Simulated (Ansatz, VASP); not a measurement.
SrO: VASP beside Ansatz

File INCAR:

```
SYSTEM = SrO
PREC = Accurate
ENCUT = 520
EDIFF = 1E-7
ISMEAR = -1
SIGMA = 0.03
LREAL = .False.
LASPH = .True.
NELM = 100
ALGO = Normal
ISIF = 2
LWAVE = .False.
LCHARG = .False.
GGA = PS
NBANDS = 15
```

Contents of KPOINTS:

```
regular mesh
0
Gamma
  8 8 8
  0 0 0
```

POSCAR

```
SrO
1.0
    0.0000000000      2.6202010311      2.6202010311
    2.6202010311      0.0000000000      2.6202010311
    2.6202010311      2.6202010311      0.0000000000
Sr O
1 1
Direct
    0.0000000000      0.0000000000      0.0000000000
    0.5000000000      0.5000000000      0.5000000000
```

Input for Ansatz:

```yaml
crystal:
  lattice:
    - [0.0, 2.6202010311, 2.6202010311]
    - [2.6202010311, 0.0, 2.6202010311]
    - [2.6202010311, 2.6202010311, 0.0]
  atoms:
    - { symbol: Sr, position: [0.0, 0.0, 0.0] }
    - { symbol: O, position: [0.5, 0.5, 0.5] }
kpoints:
  mp_grid: { grid: [8, 8, 8] }
  band_path:
    path:
      - [0.0, 0.0, 0.0]
      - [0.5, 0.0, 0.5]
      - [0.625, 0.25, 0.625]
      - [0.375, 0.375, 0.75]
      - [0.0, 0.0, 0.0]
      - [0.5, 0.5, 0.5]
      - [0.5, 0.25, 0.75]
      - [0.5, 0.0, 0.5]
    npoints: 5
scf:
  occupations: { method: fermi_dirac, width: 0.03 }
hamiltonian:
  xc: pbesol
  pseudopotentials: { kind: all_electron, lapw: { basis_error: 0.0005 } }
output:
  forces: true
  stress: true
  eigenvalues: true
```

Change from the starting cell: volume scaled by 1.06.

Alike in both runs: task single point; functional PBEsol; k mesh 8 × 8 × 8; occupations fermi-dirac, width 0.03 eV; no spin polarisation.

```csv
,VASP,Ansatz
version,VASP 6.6.1,Ansatz 0.2.0
potentials or method,"VASP PAW PBE potentials, release 64 (Sr_sv, O), cutoff 520 eV","all-electron LAPW, scalar-relativistic"
```

|  | VASP | Ansatz | Ansatz less VASP |
| --- | --- | --- | --- |
| gap on the k mesh at the Fermi level (eV) | 3.19 | 3.23 | +0.041 |
| pressure (GPa) | -5.0 | -5.5 | -0.47 |

VASP's potentials were made for PBE, not for PBEsol. Ansatz ran all-electron here, and VASP with PAW potentials.
